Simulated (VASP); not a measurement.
# Ti5WC6 (P-3m1) in VASP: further runs

Runs on Ti5WC6. Level: PBE. Tasks: single point.

All numbers are computed with VASP 6.6.1; they aren't measurements. Logs are shortened: lines on timing, memory, paths and dates and some standing lists are left out, and cuts for length are marked.

### 1 The cell of the first run

It takes space group P-3m1 (No. 164, trigonal). The conventional cell has a = 3.063 Å, b = 3.063 Å, c = 15.072 Å, α = 90.00°, β = 90.00°, γ = 120.00°. Ti (site symmetry 3m) has 6 C at 2.15 to 2.18 Å within 2.8 Å. Within 2.9 Å of Ti (site symmetry 3m) lie 6 C at 2.16 to 2.18 Å. Within 2.9 Å of Ti (site symmetry -3m) lie 6 C at 2.17 Å. Within 2.9 Å of W (site symmetry -3m) lie 6 C at 2.17 Å. Within 2.9 Å of C (site symmetry 3m) lie 3 W at 2.17 Å and 3 Ti at 2.18 Å. Within 2.8 Å of C (site symmetry 3m) lie 6 Ti at 2.15 to 2.18 Å. Within 2.9 Å of C (site symmetry 3m) lie 6 Ti at 2.16 to 2.17 Å.

### 2 Single point, PBE

The input, INCAR:

```
SYSTEM = Ti5WC6
PREC = Accurate
ENCUT = 520
EDIFF = 1E-6
ISMEAR = 0
SIGMA = 0.1
LREAL = .False.
LASPH = .True.
NELM = 80
ALGO = Normal
ISIF = 2
LWAVE = .False.
LCHARG = .False.
GGA = PE
NBANDS = 61
```

The input, KPOINTS:

```
regular mesh
0
Gamma
  12 12 4
  0 0 0
```

The input, POSCAR:

```
Ti5WC6
1.0
    3.0634161702      0.0000000000      0.0000000000
   -1.5317080851      2.6529962258      0.0000000000
    0.0000000000      0.0000000000     15.0720941000
Ti W C
5 1 6
Direct
    0.6666666667      0.3333333333      0.6686580000
    0.3333333333      0.6666666667      0.3313420000
    0.6666666667      0.3333333333      0.1652460000
    0.0000000000      0.0000000000      0.0000000000
    0.3333333333      0.6666666667      0.8347540000
    0.0000000000      0.0000000000      0.5000000000
    0.3333333333      0.6666666667      0.5837050000
    0.6666666667      0.3333333333      0.4162950000
    0.0000000000      0.0000000000      0.2499310000
    0.3333333333      0.6666666667      0.0832990000
    0.6666666667      0.3333333333      0.9167010000
    0.0000000000      0.0000000000      0.7500690000
```

Potentials or basis: VASP PAW PBE potentials, release 64 (Ti_sv, W_sv, C).

Started as:

```
$ cat potpaw_PBE.64/Ti_sv/POTCAR potpaw_PBE.64/W_sv/POTCAR potpaw_PBE.64/C/POTCAR > POTCAR
$ mpirun -np 1 vasp_std > vasp.out
```

OUTCAR:

```text
SYSTEM = Ti5WC6
   PREC = Accurate
   ENCUT = 520
   EDIFF = 1E-6
   ISMEAR = 0
   LREAL = .False.
   LASPH = .True.
   NELM = 80
   ISIF = 2
   GGA = PE

 ion  position               nearest neighbor table
   1  0.667  0.333  0.669-  12 2.15  12 2.15  12 2.15   7 2.18   7 2.18   7 2.18   6 3.10   6 3.10
                             6 3.10
   2  0.333  0.667  0.331-   9 2.15   9 2.15   9 2.15   8 2.18   8 2.18   8 2.18   6 3.10   6 3.10
                             6 3.10
   3  0.667  0.333  0.165-  10 2.16  10 2.16  10 2.16   9 2.18   9 2.18   9 2.18
   4  0.000  0.000  0.000-  10 2.17  11 2.17  11 2.17  10 2.17  11 2.17  10 2.17
   5  0.333  0.667  0.835-  11 2.16  11 2.16  11 2.16  12 2.18  12 2.18  12 2.18
   6  0.000  0.000  0.500-   7 2.17   8 2.17   8 2.17   7 2.17   8 2.17   7 2.17   1 3.10   2 3.10
                             2 3.10   1 3.10   1 3.10   2 3.10
   7  0.333  0.667  0.584-   6 2.17   6 2.17   6 2.17   1 2.18   1 2.18   1 2.18
   8  0.667  0.333  0.416-   6 2.17   6 2.17   6 2.17   2 2.18   2 2.18   2 2.18
   9  0.000  0.000  0.250-   2 2.15   2 2.15   2 2.15   3 2.18   3 2.18   3 2.18
  10  0.333  0.667  0.083-   3 2.16   3 2.16   3 2.16   4 2.17   4 2.17   4 2.17
  11  0.667  0.333  0.917-   5 2.16   5 2.16   5 2.16   4 2.17   4 2.17   4 2.17
  12  0.000  0.000  0.750-   1 2.15   1 2.15   1 2.15   5 2.18   5 2.18   5 2.18

  LATTYP: Found a hexagonal cell.
 ALAT       =     3.0634161702
 C/A-ratio  =     4.9200282504

  Lattice vectors:

 A1 = (   3.0634161702,   0.0000000000,   0.0000000000)
 A2 = (  -1.5317080851,   2.6529962258,   0.0000000000)
 A3 = (   0.0000000000,   0.0000000000,  15.0720941000)

Analysis of symmetry for initial positions (statically):
=====================================================================
 Subroutine PRICEL returns:
 Original cell was already a primitive cell.

 Routine SETGRP: Setting up the symmetry group for a
 hexagonal supercell.

 Subroutine GETGRP returns: Found 12 space group operations
 (whereof 12 operations were pure point group operations)
 out of a pool of 24 trial point group operations.

The static configuration has the point symmetry D_3d.

Analysis of symmetry for dynamics (positions and initial velocities):
=====================================================================
 Subroutine PRICEL returns:
 Original cell was already a primitive cell.

 Routine SETGRP: Setting up the symmetry group for a
 hexagonal supercell.

 Subroutine GETGRP returns: Found 12 space group operations
 (whereof 12 operations were pure point group operations)
 out of a pool of 24 trial point group operations.

The dynamic configuration has the point symmetry D_3d.

 Subroutine INISYM returns: Found 12 space group operations
 (whereof 12 operations are pure point group operations),
 and found     1 'primitive' translations

----------------------------------------------------------------------------------------

                                     Primitive cell

  volume of cell :     122.4944

  direct lattice vectors                    reciprocal lattice vectors
     3.063416170  0.000000000  0.000000000     0.326432957  0.188466156  0.000000000
    -1.531708085  2.652996226  0.000000000     0.000000000  0.376932312  0.000000000
     0.000000000  0.000000000 15.072094100     0.000000000  0.000000000  0.066347781

  length of vectors
     3.063416170  3.063416170 15.072094100     0.376932312  0.376932312  0.066347781

  position of ions in fractional coordinates (direct lattice)
     0.666666667  0.333333333  0.668658000
     0.333333333  0.666666667  0.331342000
     0.666666667  0.333333333  0.165246000
     0.000000000  0.000000000  0.000000000
     0.333333333  0.666666667  0.834754000
     0.000000000  0.000000000  0.500000000
     0.333333333  0.666666667  0.583705000
     0.666666667  0.333333333  0.416295000
     0.000000000  0.000000000  0.249931000
     0.333333333  0.666666667  0.083299000
     0.666666667  0.333333333  0.916701000
     0.000000000  0.000000000  0.750069000

  ion indices of the primitive-cell ions
   primitive index   ion index
                 1           1
                 2           2
                 3           3
                 4           4
                 5           5
                 6           6
                 7           7
                 8           8
                 9           9
                10          10
                11          11
                12          12

----------------------------------------------------------------------------------------

 KPOINTS: regular mesh

Automatic generation of k-mesh.
 Grid dimensions read from file:
 generate k-points for:   12   12    4

 Generating k-lattice:

  Cartesian coordinates                     Fractional coordinates (reciprocal lattice)
     0.027202746  0.015705513  0.000000000     0.083333333  0.000000000  0.000000000
     0.000000000  0.031411026  0.000000000     0.000000000  0.083333333  0.000000000
     0.000000000  0.000000000  0.016586945     0.000000000  0.000000000  0.250000000

  Length of vectors
     0.031411026  0.031411026  0.016586945

  Shift w.r.t. Gamma in fractional coordinates (k-lattice)
     0.000000000  0.000000000  0.000000000

 Subroutine IBZKPT returns following result:
 ===========================================

 Found     69 irreducible k-points:

 Following reciprocal coordinates:
            Coordinates               Weight
  0.000000  0.000000  0.000000      1.000000
  0.083333  0.000000  0.000000      6.000000
  0.166667  0.000000  0.000000      6.000000
  0.250000  0.000000  0.000000      6.000000
  0.333333  0.000000  0.000000      6.000000
  0.416667 -0.000000  0.000000      6.000000
[... 16 lines left out ...]
  0.166667  0.000000  0.250000      6.000000
  0.000000  0.166667  0.250000      6.000000
 [... further k-points ...]
   k-points           NKPTS =     69   k-points in BZ     NKDIM =     69   number of bands    NBANDS=     61
   number of dos      NEDOS =    301   number of ions     NIONS =     12
   total plane-waves  NPLWV =  64512
   dimension x,y,z NGX =    24 NGY =   24 NGZ =  112
   dimension x,y,z NGXF=    48 NGYF=   48 NGZF=  224
   ions per type =               5   1   6
   NGX,Y,Z   is equivalent  to a cutoff of  13.02, 13.02, 12.35 a.u.
   NGXF,Y,Z  is equivalent  to a cutoff of  26.05, 26.05, 24.71 a.u.
 SYSTEM =  Ti5WC6
   PREC   = accura    normal or accurate (medium, high low for compatibility)
   ISTART =      0    job   : 0-new  1-cont  2-samecut
   ICHARG =      2    charge: 1-file 2-atom 10-const
   ISPIN  =      1    spin polarized calculation?
   LNONCOLLINEAR =      F non collinear calculations
   LSORBIT =      F    spin-orbit coupling
   LASPH  =      T    aspherical Exc in radial PAW
   ENCUT  =  520.0 eV  38.22 Ry    6.18 a.u.   5.70  5.70 28.02*2*pi/ulx,y,z
   NELM   =     80;   NELMIN=  2; NELMDL= -5     # of ELM steps
   EDIFF  = 0.1E-05   stopping-criterion for ELM
   LREAL  =      F    real-space projection
   EDIFFG = 0.1E-04   stopping-criterion for IOM
   NSW    =      0    number of steps for IOM
   IBRION =     -1    ionic relax: 0-MD 1-quasi-New 2-CG
   NFREE  =      0    steps in history (QN), initial steepest desc. (CG)
   ISIF   =      2    stress and relaxation
   ISYM   =      2    0-nonsym 1-usesym 2-fastsym
   POTIM  = 0.5000    time-step for ionic-motion
   TEBEG  =    0.0;   TEEND  =   0.0 temperature during run
   PSTRESS=    0.0 pullay stress
   NELECT =      98.0000    total number of electrons
   NUPDOWN=      -1.0000    fix difference up-down
   EMIN   =  10.00;   EMAX   =-10.00  energy-range for DOS
   EFERMI =   0.00;   METHOD = LEGACY
   ISMEAR =     0;   SIGMA  =   0.10  broadening in eV -4-tet -1-fermi 0-gaus
   EFERMI_NEDOS =   21; number of points for ismear=-14 and -15
   IALGO  =     38    algorithm
   IMIX   =      4    mixing-type and parameters
     AMIX     =   0.40;   BMIX     =  1.00
     AMIX_MAG =   1.60;   BMIX_MAG =  1.00
  volume/ion in A,a.u.               =      10.21        68.89
  Fermi-wavevector in a.u.,A,eV,Ry     =   1.519771  2.871950 31.425423  2.309703
  Thomas-Fermi vector in A             =   2.628712
   LORBIT       =      0    0 simple, 1 ext, 2 COOP (PROOUT), +10 PAW based schemes
   GGA     = PE    functional components
   LHFCALC =     F    Hartree Fock is set to
   AEXX    =    0.0000 exact exchange contribution
   IVDW    =     0    specifies the selected vdW correction
   LEPSILON=     F    determine dielectric tensor
   LRPA    =     F    only Hartree local field effects (RPA)
 non-spin polarized calculation
 Gauss-broadening in eV      SIGMA  =   0.10
  energy-cutoff  :      520.00
  volume of cell :      122.49
 maximum number of plane-waves:      3321
 NGX is ok and might be reduce to    24
   NGX = 11   NGY = 11   NGZ = 57

 number of electron      97.9999990 magnetization

 Free energy of the ion-electron system (eV)
  ---------------------------------------------------
  ext. energy  EPLUGINS =         0.00000000
  ---------------------------------------------------
  free energy    TOTEN  =      -115.82184784 eV

  energy without entropy =     -115.81051210  energy(sigma->0) =     -115.81617997

 E-fermi :  10.1330     XC(G=0): -12.8800

 val. band max:       10.1039338520   @ k =   0.3333   0.0833   0.0000
 cond. band min:      10.1498863102   @ k =   0.0000   0.1667   0.2500
 fundamental gap:      0.0459524582
 Fermi energy:        10.1329509576

 k-point     1 :       0.0000    0.0000    0.0000
  band No.  band energies     occupation
      1     -64.9496      2.00000
      2     -47.0059      2.00000
      3     -47.0058      2.00000
      4     -46.6259      2.00000
      5     -46.6174      2.00000
      6     -46.5352      2.00000
[... 1525 lines left out ...]
     60      12.5124      0.00000
     61      12.7098      0.00000

 [... further k-points ...]

------------------------ aborting loop because EDIFF is reached ----------------------------------------

  FORCE on cell =-STRESS in cart. coord.  units (eV):
  Direction    XX          YY          ZZ          XY          YZ          ZX
  --------------------------------------------------------------------------------------
  -------------------------------------------------------------------------------------
  Total        0.2774143      0.2774143      0.2690445      0.0000000     -0.0000000      0.0000000
  in kB        3.6284673      3.6284673      3.5189938      0.0000000     -0.0000000      0.0000000
  external PRESSURE =       3.5919761 kB  Pullay stress =       0.0000000 kB

 VOLUME and BASIS-vectors are now :
 -----------------------------------------------------------------------------
  energy-cutoff  :      520.00
  volume of cell :      122.49
      direct lattice vectors                 reciprocal lattice vectors
     3.063416170  0.000000000  0.000000000     0.326432957  0.188466156  0.000000000
    -1.531708085  2.652996226  0.000000000     0.000000000  0.376932312  0.000000000
     0.000000000  0.000000000 15.072094100     0.000000000  0.000000000  0.066347781

 POSITION                                       TOTAL-FORCE (eV/Angst)
 -----------------------------------------------------------------------------------
      1.53171      0.88433     10.07808         0.000000     -0.000000      0.012184
     -0.00000      1.76866      4.99402        -0.000000      0.000000     -0.012184
      1.53171      0.88433      2.49060         0.000000     -0.000000      0.004008
      0.00000      0.00000      0.00000        -0.000000      0.000000      0.000000
     -0.00000      1.76866     12.58149        -0.000000      0.000000     -0.004008
      0.00000      0.00000      7.53605        -0.000000      0.000000      0.000000
     -0.00000      1.76866      8.79766        -0.000000      0.000000      0.019250
      1.53171      0.88433      6.27444        -0.000000      0.000000     -0.019250
      0.00000      0.00000      3.76698         0.000000     -0.000000     -0.001993
     -0.00000      1.76866      1.25549        -0.000000      0.000000      0.000533
      1.53171      0.88433     13.81660         0.000000     -0.000000     -0.000533
      0.00000      0.00000     11.30511        -0.000000      0.000000      0.001993
 -----------------------------------------------------------------------------------
    total drift:                                0.000000      0.000000      0.000000

  FREE ENERGIE OF THE ION-ELECTRON SYSTEM (eV)
  ---------------------------------------------------
  free  energy   TOTEN  =      -115.8218478375 eV

  energy  without entropy=     -115.8105120956  energy(sigma->0) =     -115.81617997
```

It took 7.2 min on 1 thread of Intel Xeon 6975P-C (Granite Rapids), shared host; peak memory 0.53 GiB.

What came out:

```
Free energy            : -115.8218 eV
Pressure               : 0.4 GPa
Largest force          : 0.019 eV/Å
Band gap on the k mesh : zero (band 49 reaches 10.92 eV, above the bottom of band 50 at 9.67 eV)
```

Forces on the atoms (eV/Å):
```
Ti   0.000  0.000  0.012
Ti   0.000  0.000 -0.012
Ti   0.000  0.000  0.004
Ti   0.000  0.000  0.000
Ti   0.000  0.000 -0.004
W    0.000  0.000  0.000
C    0.000  0.000  0.019
C    0.000  0.000 -0.019
C    0.000  0.000 -0.002
C    0.000  0.000  0.001
C    0.000  0.000 -0.001
C    0.000  0.000  0.002
```

Caveat: spin-orbit coupling is left out, which moves the levels of the heavy elements.

### 3 Single point, PBE

The input, INCAR:

```
ALGO = Normal
EDIFF = 1E-6
ENCUT = 520
GGA = PE
ISIF = 2
ISMEAR = 0
LASPH = True
LCHARG = True
LELF = True
LREAL = False
LVHAR = True
LWAVE = False
NBANDS = 61
NELM = 80
PREC = Accurate
SIGMA = 0.1
```

The input, KPOINTS:

```
k-points
0
Gamma
  12 12 4
```

POSCAR is that of step 2.

Potentials or basis: VASP PAW PBE potentials, release 64 (Ti_sv, W_sv, C).

Started as:

```
$ cat potpaw_PBE.64/Ti_sv/POTCAR potpaw_PBE.64/W_sv/POTCAR potpaw_PBE.64/C/POTCAR > POTCAR
$ mpirun -np 1 vasp_std > vasp.out
```

Wall time 28 min (1 thread of Oxide Virtual Turin-like, shared host); peak memory 0.49 GiB.

The run converged. Its results:

* Free energy: -115.8218 eV
* Pressure: 0.4 GPa
* Largest force: 0.019 eV/Å
* Band gap on the k mesh: zero (band 49 reaches 10.92 eV, above the bottom of band 50 at 9.67 eV)

Forces on the atoms (eV/Å):
```
Ti   0.000  0.000  0.012
Ti   0.000  0.000 -0.012
Ti   0.000  0.000  0.004
Ti   0.000  0.000  0.000
Ti   0.000  0.000 -0.004
W    0.000  0.000  0.000
C    0.000  0.000  0.019
C    0.000  0.000 -0.019
C    0.000  0.000 -0.002
C    0.000  0.000  0.001
C    0.000  0.000 -0.001
C    0.000  0.000  0.002
```

Levels at points of the mesh, in eV from the Fermi level:
```
           k point  band 45  band 46  band 47  band 48  band 49  band 50  band 51  band 52  band 53  band 54
(0.00, 0.00, 0.00)    -1.35    -0.75    -0.75     0.08     0.67     0.67     0.68     0.76     0.76     1.07
(0.50, 0.00, 0.00)    -2.16    -1.83    -1.62    -0.87    -0.50    -0.14     0.30     1.48     1.76     1.96
(0.00, 0.00, 0.50)    -0.93    -0.48    -0.22    -0.22    -0.21    -0.21     0.63     0.63     0.97     1.17
(0.50, 0.00, 0.50)    -2.38    -2.20    -1.12    -0.79    -0.75    -0.40     0.75     0.97     1.97     2.07
```

Caveat: spin-orbit coupling is left out, which moves the levels of the heavy elements.
